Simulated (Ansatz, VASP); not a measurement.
## Two plane-wave programs on Cd2HgTe3

File INCAR:

```
  PREC = Accurate
  ENCUT = 520
  EDIFF = 1E-6
  ISMEAR = 0
  SIGMA = 0.1
  LREAL = F
  LASPH = T
  NELM = 60
  ALGO = Normal
  ISIF = 2
  LWAVE = F
  LCHARG = F
  GGA = PE
  NBANDS = 36
```

Contents of KPOINTS:

```
Automatic mesh
0
Gamma
  6 6 6
```

POSCAR

```
Cd2HgTe3
1.0
   -2.1919873100      2.1919873100      9.2998145400
    2.1919873100     -2.1919873100      9.2998145400
    2.1919873100      2.1919873100     -9.2998145400
Cd Hg Te
2 1 3
Direct
    0.8333333300      0.8333333300      0.0000000000
    0.1666666700      0.1666666700      0.0000000000
    0.5000000000      0.5000000000      0.0000000000
    0.0000000000      0.0000000000      0.0000000000
    0.6666666700      0.6666666700      0.0000000000
    0.3333333300      0.3333333300      0.0000000000
```

Input for Ansatz:

```yaml
crystal:
  lattice:
    - [-2.19198731, 2.19198731, 9.29981454]
    - [2.19198731, -2.19198731, 9.29981454]
    - [2.19198731, 2.19198731, -9.29981454]
  atoms:
    - { symbol: Cd, position: [0.83333333, 0.83333333, 0.0] }
    - { symbol: Cd, position: [0.16666667, 0.16666667, 0.0] }
    - { symbol: Hg, position: [0.5, 0.5, 0.0] }
    - { symbol: Te, position: [0.0, 0.0, 0.0] }
    - { symbol: Te, position: [0.66666667, 0.66666667, 0.0] }
    - { symbol: Te, position: [0.33333333, 0.33333333, 0.0] }
basis:
  ecutwfc: 420
kpoints:
  mp_grid: { grid: [6, 6, 6] }
hamiltonian:
  xc: pbe
scf:
  occupations: { method: gaussian, width: 0.1 }
  lower_state_search: "off"
output:
  forces: true
  stress: true
  eigenvalues: true
```

Alike in both runs: task single point; functional PBE; k mesh 6 × 6 × 6; occupations gaussian, width 0.1 eV; no spin polarisation.

```csv
,VASP,Ansatz
version,VASP 6.6.1,Ansatz 0.2.0
potentials or method,"VASP PAW PBE potentials, release 64 (Cd, Hg, Te), cutoff 520 eV","scalar-relativistic, plane waves, PAW"
valence electrons in the cell,54,108
```

|  | VASP | Ansatz | Ansatz less VASP |
| --- | --- | --- | --- |
| gap on the k mesh at the Fermi level (eV) | none | none | - |
| pressure (GPa) | -1.3 | -1.4 | -0.11 |
| traceless stress, the component that is largest in VASP (GPa) | 0.17 | 0.17 | +0.002 |
| rms of the force components (eV/Å) | 0.081 | 0.080 | -0.0003 |

Atom by atom the forces differ by 0.000 eV/Å (rms over components). A gap of «none» marks a metal or a gap that the smearing closes. VASP's potentials hold 54 valence electrons a cell and Ansatz's 108, so a difference there can come from the potentials and not from the codes.

Neither program's run includes spin-orbit coupling.
